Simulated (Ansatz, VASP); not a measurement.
**H in VASP and in Ansatz**

```
CELL_PARAMETERS angstrom
4.13666 0.00000 0.00000
-2.06833 3.58245 0.00000
0.00000 0.00000 4.34908
ATOMIC_POSITIONS crystal
H 0.33333 0.66667 0.17650
H 0.66667 0.33333 0.67650
H 0.66667 0.33333 0.82350
H 0.33333 0.66667 0.32350
```

Alike in both runs: task single point; functional PBE; k mesh 9 × 9 × 6; occupations gaussian, width 0.05 eV; no spin polarisation.

|  | VASP | Ansatz |
| --- | --- | --- |
| version | VASP 6.6.1 | Ansatz 0.2.0 |
| potentials or method | VASP PAW PBE potentials, release 64 (H), cutoff 520 eV | scalar-relativistic, plane waves, PAW |
| valence electrons in the cell | 4 | 4 |

|  | VASP | Ansatz | Ansatz less VASP |
| --- | --- | --- | --- |
| gap on the k mesh at the Fermi level (eV) | 10.46 | 10.46 | +0.001 |
| least direct gap on the mesh (eV) | 10.90 | 10.90 | +0.002 |
| pressure (GPa) | 5.9 | 6.0 | +0.10 |
| traceless stress, the component that is largest in VASP (GPa) | 11.95 | 11.84 | -0.104 |
| rms of the force components (eV/Å) | 3.250 | 3.217 | -0.0326 |

Atom by atom the forces differ by 0.033 eV/Å (rms over components).
